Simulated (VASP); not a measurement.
Input of a VASP 6.6.1 run:

Contents of INCAR:

```
PREC = Accurate
ENCUT = 520
EDIFF = 1E-6
ISMEAR = -1
SIGMA = 0.1
LREAL = False
LASPH = True
NELM = 80
ALGO = Normal
ISIF = 2
LWAVE = False
LCHARG = False
GGA = CA
NBANDS = 18
```

KPOINTS

```
Automatic mesh
0
Gamma
  17 17 17
```

The input POSCAR:

```
Lu
1.0
    1.8711974989      1.8711974989      1.8711974989
   -1.8711974989      1.8711974989      1.8711974989
   -1.8711974989     -1.8711974989      1.8711974989
Lu
1
Direct
    0.0000000000      0.0000000000      0.0000000000
```

Potentials or basis: VASP PAW PBE potentials, release 64 (Lu).

The run is started by

```sh
$ cat potpaw_PBE.64/Lu/POTCAR > POTCAR
$ mpirun -np 1 vasp_std > vasp.out
```

Q: What does it give for the pressure?

A: 0.3 GPa.

Caveat: the PAW data sets were made with another functional, which shifts forces and pressure a little.
